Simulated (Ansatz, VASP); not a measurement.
**Two plane-wave programs on Cr**

Contents of POSCAR:

```
Cr
1.0
    0.0000000000      2.5882675368      2.5882675368
    2.5882675368      0.0000000000      2.5882675368
    2.5882675368      2.5882675368      0.0000000000
Cr
2
Direct
    0.1250000000      0.1250000000      0.1250000000
    0.8750000000      0.8750000000      0.8750000000
```

INCAR.step1

```
ALGO = Normal
EDIFF = 1E-5
ENCUT = 550
GGA = PE
GGA_COMPAT = F
ISMEAR = -1
LASPH = T
LCHARG = F
LREAL = F
LWAVE = T
NBANDS = 19
NELM = 120
PREC = Accurate
SIGMA = 0.1
```

File INCAR.step2:

```
ALGO = Normal
EDIFF = 1E-6
ENCUT = 550
GGA_COMPAT = F
ISIF = 2
ISMEAR = -1
ISTART = 1
LASPH = T
LCHARG = F
LMIXTAU = T
LREAL = F
LWAVE = F
METAGGA = R2SCAN
NBANDS = 19
NELM = 120
PREC = Accurate
SIGMA = 0.1
```

Contents of KPOINTS:

```
k-points
0
Gamma
  12 12 12
```

Input for Ansatz:

```yaml
crystal:
  lattice:
    - [0.0, 2.5882675368, 2.5882675368]
    - [2.5882675368, 0.0, 2.5882675368]
    - [2.5882675368, 2.5882675368, 0.0]
  atoms:
    - { symbol: Cr, position: [0.125, 0.125, 0.125] }
    - { symbol: Cr, position: [0.875, 0.875, 0.875] }
hamiltonian:
  xc: r2scan
  pseudopotentials:
    kind: paw
    azcp:
      Cr: "pseudopotentials/Cr.paw.azcp"
basis:
  ecutwfc: 500
  fft_grid_basis: typed
kpoints:
  mp_grid: { grid: [12, 12, 12], shift: [0, 0, 0] }
magnetization:
  spin_polarized: false
scf:
  occupations: { method: fermi_dirac, width: 0.1 }
  lower_state_search: "off"
output:
  stress: true
  write_density: true
  write_potential: true
  elf: true
  volumetric_format: npy
```

Alike in both runs: task single point; functional r2SCAN; k mesh 12 × 12 × 12; occupations fermi-dirac, width 0.1 eV; no spin polarisation.

|  | VASP | Ansatz |
| --- | --- | --- |
| version | VASP 6.6.1 | Ansatz 0.2.0 |
| potentials or method | VASP PAW PBE potentials, release 64 (Cr_pv), cutoff 550 eV | plane waves (500 eV) with PAW, scalar-relativistic |
| valence electrons in the cell | 24 | 28 |

```csv
,VASP,Ansatz,Ansatz less VASP
pressure (GPa),-6.2,-7.1,-0.88
```

VASP's potentials were made for PBE, not for r2SCAN. VASP's potentials hold 24 valence electrons a cell and Ansatz's 28, so a difference there can come from the potentials and not from the codes.
